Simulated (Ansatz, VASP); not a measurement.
**SiC in VASP and in Ansatz**

INCAR

```
PREC = Accurate ; ENCUT = 520
EDIFF = 1E-6 ; ISMEAR = 0
SIGMA = 0.05 ; LREAL = False
LASPH = True ; NELM = 80
ALGO = Normal ; ISIF = 2
LWAVE = False ; LCHARG = True
GGA = PE ; LELF = True
LVHAR = True ; NBANDS = 16
```

The input KPOINTS:

```
Automatic mesh
0
Gamma
  12 12 8
```

Contents of POSCAR:

```
SiC
1.0
    2.9698453470      0.0000000000      0.0000000000
   -1.4849226735      2.5719615158      0.0000000000
    0.0000000000      0.0000000000      4.8737904135
Si C
2 2
Direct
    0.3333333333      0.6666666667      0.0000000000
    0.6666666667      0.3333333333      0.5000000000
    0.3333333333      0.6666666667      0.3850000000
    0.6666666667      0.3333333333      0.8850000000
```

Input for Ansatz:

```yaml
crystal:
  lattice:
    - [2.969845347, 0.0, 0.0]
    - [-1.4849226735, 2.5719615158, 0.0]
    - [0.0, 0.0, 4.8737904135]
  atoms:
    - { symbol: Si, position: [0.3333333333, 0.6666666667, 0.0] }
    - { symbol: Si, position: [0.6666666667, 0.3333333333, 0.5] }
    - { symbol: C, position: [0.3333333333, 0.6666666667, 0.385] }
    - { symbol: C, position: [0.6666666667, 0.3333333333, 0.885] }
basis:
  ecutwfc: 420
  fft_grid_basis: typed
kpoints:
  mp_grid: { grid: [12, 12, 8] }
hamiltonian:
  xc: pbe
scf:
  occupations: { method: gaussian, width: 0.05 }
output:
  forces: true
  stress: true
  eigenvalues: true
  bader: true
  write_density: true
  volumetric_format: npy
  elf: true
```

Alike in both runs: task single point; functional PBE; k mesh 12 × 12 × 8; occupations gaussian, width 0.05 eV; no spin polarisation.

|  | VASP | Ansatz |
| --- | --- | --- |
| version | VASP 6.6.1 | Ansatz 0.2.0 |
| potentials or method | VASP PAW PBE potentials, release 64 (Si, C), cutoff 520 eV | scalar-relativistic, plane waves, PAW |
| valence electrons in the cell | 16 | 16 |

|  | VASP | Ansatz | Ansatz less VASP |
| --- | --- | --- | --- |
| gap on the k mesh at the Fermi level (eV) | 2.12 | 2.12 | +0.004 |
| rms of the force components (eV/Å) | 0.539 | 0.539 | +0.0004 |

Atom by atom the forces differ by 0.000 eV/Å (rms over components). With one functional, cell and mesh, what is left measures potentials, basis and numerics.
